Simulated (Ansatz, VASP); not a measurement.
## BaS in VASP and in Ansatz

```
Ba S
1.0
     0.00000    3.27586    3.27586
     3.27586    0.00000    3.27586
     3.27586    3.27586    0.00000
Ba S
1 1
Direct
  0.00000 0.00000 0.00000
  0.50000 0.50000 0.50000
```

Alike in both runs: functional r2SCAN; k mesh 8 × 8 × 8; occupations fermi-dirac, width 0.02 eV; no spin polarisation.

Ansatz relaxed the structure, and its values are those at the end. VASP's run is a single point on that final structure, the one shown.

```csv
,VASP,Ansatz
version,VASP 6.6.1,Ansatz 0.2.0
potentials or method,"VASP PAW PBE potentials, release 64 (Ba_sv, S), cutoff 520 eV",PAW plane waves
valence electrons in the cell,16,16
```

Ansatz gave:

| Quantity | Value |
| --- | --- |
| gap on the k mesh at the Fermi level (eV) | 2.65 |
| pressure (GPa) | -2.3 |

**Question.** Which values does VASP return?

**Answer.** gap on the k mesh at the Fermi level (eV): 2.58; pressure (GPa): -1.8.

VASP's potentials were made for PBE, not for r2SCAN. With one functional, cell and mesh, what is left measures potentials, basis and numerics. Ansatz's warnings: stress scf threshold loose.

Neither program's run includes spin-orbit coupling.
